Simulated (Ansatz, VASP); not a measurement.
**Two plane-wave programs on Lu2Si3P**

```
CELL_PARAMETERS angstrom
4.11716 0.00000 0.00000
-2.05858 3.56557 0.00000
0.00000 0.00000 7.44738
ATOMIC_POSITIONS crystal
Lu 0.33333 0.66667 0.24428
Lu 0.33333 0.66667 0.75572
Si 0.66667 0.33333 0.50000
Si 0.00000 0.00000 0.00000
Si 0.00000 0.00000 0.50000
P 0.66667 0.33333 0.00000
```

Change from the starting cell: species swapped into the Ce2Si3Ni type (P-6m2, No. 187).

Alike in both runs: functional PBE; k mesh 12 × 12 × 6; occupations gaussian, width 0.1 eV; no spin polarisation.

Ansatz relaxed the structure, and its values are those at the end. VASP's run is a single point on that final structure, the one shown.

```csv
,VASP,Ansatz
version,VASP 6.6.1,Ansatz 0.2.0
potentials or method,"VASP PAW PBE potentials, release 64 (Lu, Si, P), cutoff 520 eV","scalar-relativistic, plane waves, PAW"
valence electrons in the cell,67,67
```

|  | VASP | Ansatz | Ansatz less VASP |
| --- | --- | --- | --- |
| gap on the k mesh at the Fermi level (eV) | none | none | - |
| pressure (GPa) | 0.1 | 0.0 | -0.10 |
| rms of the force components (eV/Å) | 0.004 | 0.003 | -0.0007 |

A gap of «none» marks a metal or a gap that the smearing closes.

Spin-orbit coupling is off throughout.
